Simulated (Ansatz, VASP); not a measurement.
**One calculation of Tc, two programs**

Contents of INCAR:

```
SYSTEM = Tc
PREC = Accurate ; ENCUT = 520
EDIFF = 1E-7 ; ISMEAR = -1
SIGMA = 0.05 ; LREAL = .False.
LASPH = .True. ; NELM = 60
ALGO = Normal ; ISIF = 2
LWAVE = .False. ; LCHARG = .False.
GGA = PE ; NBANDS = 34
```

File KPOINTS:

```
Automatic mesh
0
Gamma
  11 11 3
  0 0 0
```

File POSCAR:

```
Tc
1.0
    2.7209698021      0.0000000000      0.0000000000
   -1.3604849010      2.3564289715      0.0000000000
    0.0000000000      0.0000000000      8.7108257240
Tc
4
Direct
    0.6666666667      0.3333333333      0.7500000000
    0.0000000000      0.0000000000      0.5000000000
    0.3333333333      0.6666666667      0.2500000000
    0.0000000000      0.0000000000      0.0000000000
```

input.yaml

```yaml
crystal:
  lattice:
    - [2.7209698021, 0.0, 0.0]
    - [-1.360484901, 2.3564289715, 0.0]
    - [0.0, 0.0, 8.710825724]
  atoms:
    - { symbol: Tc, position: [0.6666666667, 0.3333333333, 0.75] }
    - { symbol: Tc, position: [0.0, 0.0, 0.5] }
    - { symbol: Tc, position: [0.3333333333, 0.6666666667, 0.25] }
    - { symbol: Tc, position: [0.0, 0.0, 0.0] }
hamiltonian:
  xc: pbe
  pseudopotentials: { kind: paw }
kpoints:
  mp_grid: { grid: [11, 11, 3] }
scf:
  occupations: { method: fermi_dirac, width: 0.05 }
output:
  forces: true
  stress: true
  eigenvalues: true
```

Alike in both runs: task single point; functional PBE; k mesh 11 × 11 × 3; occupations fermi-dirac, width 0.05 eV; no spin polarisation.

```csv
,VASP,Ansatz
version,VASP 6.6.1,Ansatz 0.2.0
potentials or method,"VASP PAW PBE potentials, release 64 (Tc_pv)",Ansatz PAW earlier set
plane-wave cutoff (eV),520,500
valence electrons in the cell,52,60
```

```csv
,VASP,Ansatz,Ansatz less VASP
gap on the k mesh at the Fermi level (eV),none,none,-
pressure (GPa),10.4,11.1,+0.72
"traceless stress, the component that is largest in VASP (GPa)",1.36,1.39,+0.026
```

A gap of «none» marks a metal or a gap that the smearing closes. VASP's potentials hold 52 valence electrons a cell and Ansatz's 60, so a difference there can come from the potentials and not from the codes.
